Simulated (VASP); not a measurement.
The system is Si.

```xyz
3
Lattice="2.9186 1.6851 1.9209 -2.9186 1.6851 1.9209 0.0000 -3.3702 1.9209" Properties=species:S:1:pos:R:3 pbc="T T T"
Si    1.2589    0.0000    2.8814
Si   -0.6295    1.0903    2.8814
Si   -0.6295   -1.0903    2.8814
```

The cell was built from a structure type or drawn by symmetry, and may not be a known phase.

- Program: VASP 6.6.1
- Task: relaxation of cell and atoms
- Functional: PBE
- Potentials or basis: VASP PAW PBE potentials, release 64 (Si)
- Cutoff: 600 eV
- k mesh: 6 × 6 × 6
- Occupations: gaussian, width 0.1 eV
- Spin: no spin polarisation

At the start: pressure 19.6 GPa; volume 18.89 Å³/atom.

**Question.** Where does the relaxation end?

**Answer.** Over 9 steps the energy falls by 227.1 meV/atom and the volume is 22.21 Å³/atom (+17.6 %); space group R32 (No. 155, to 0.1 Å) before and after.

Step by step:
```
step  energy change (eV)  largest force (eV/Å)  pressure (GPa)  volume (Å³)
   1              0.0000                2.6853           19.63        56.68
   2              0.0347                1.8633           -7.15        77.84
   3             -0.6247                0.7253            1.59        65.20
   4             -0.6264                0.6528            2.04        64.84
   5             -0.6267                0.6116            2.31        64.65
   6             -0.6681                0.1795           -1.59        68.28
   7             -0.6803                0.0692           -0.51        67.06
   8             -0.6812                0.0820            0.16        66.46
   9             -0.6814                0.0379           -0.03        66.63
```

Final structure:
```yaml
crystal:
  lattice:
    - [3.06580, 1.77004, 2.04652]
    - [-3.06580, 1.77004, 2.04652]
    - [0.00000, -3.54008, 2.04652]
  atoms:
    - { symbol: Si, position: [0.72356, 0.27644, 0.50000] }
    - { symbol: Si, position: [0.50000, 0.72356, 0.27644] }
    - { symbol: Si, position: [0.27644, 0.50000, 0.72356] }
```

Caveat: the volume moved by over 15 % at a fixed basis, so the end points are rough.
